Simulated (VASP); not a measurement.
Crystal: Sb.

```xyz
1
Lattice="0.0000 2.3712 2.3712 2.3712 0.0000 2.3712 2.3712 2.3712 0.0000" Properties=species:S:1:pos:R:3 pbc="T T T"
Sb    0.0000    0.0000    0.0000
```

This isn't the form of Sb at room conditions, which is rhombohedral.

```yaml
Program: VASP 6.6.1
Task: relaxation of cell and atoms
Functional: HF
Potentials_or_basis: VASP PAW PBE potentials, release 64 (Sb_d_GW)
Cutoff: 500 eV
k_mesh: 5 × 5 × 5
Occupations: fermi-dirac, width 0.05 eV
Spin: no spin polarisation
```

At the start: pressure 5.2 GPa; volume 26.67 Å³/atom.

Problem. How do energy, volume and symmetry change on relaxing?

Solution. Over 3 steps the energy falls by 29.3 meV/atom and the volume is 28.62 Å³/atom (+7.3 %); space group Fm-3m (No. 225, to 0.1 Å) before and after.

Step by step:
| step | energy change (eV) | largest force (eV/Å) | pressure (GPa) | volume (Å³) |
| --- | --- | --- | --- | --- |
| 1 | 0.0000 | 0.0000 | 5.16 | 26.67 |
| 2 | -0.0150 | 0.0000 | -2.96 | 30.12 |
| 3 | -0.0293 | 0.0000 | 0.01 | 28.62 |

Final structure:
```
Sb
1.0
     0.00000    2.42775    2.42775
     2.42775    0.00000    2.42775
     2.42775    2.42775    0.00000
Sb
1
Direct
  0.00000 0.00000 0.00000
```

Caveat: the k points lie up to 0.45 Å⁻¹ apart in the final cell, too coarse for converged energies and pressures of a metal; the PAW data sets were made with another functional, which shifts forces and pressure a little; an odd number of electrons without spin polarisation forces a metal; a magnetic or distorted state may lie lower.
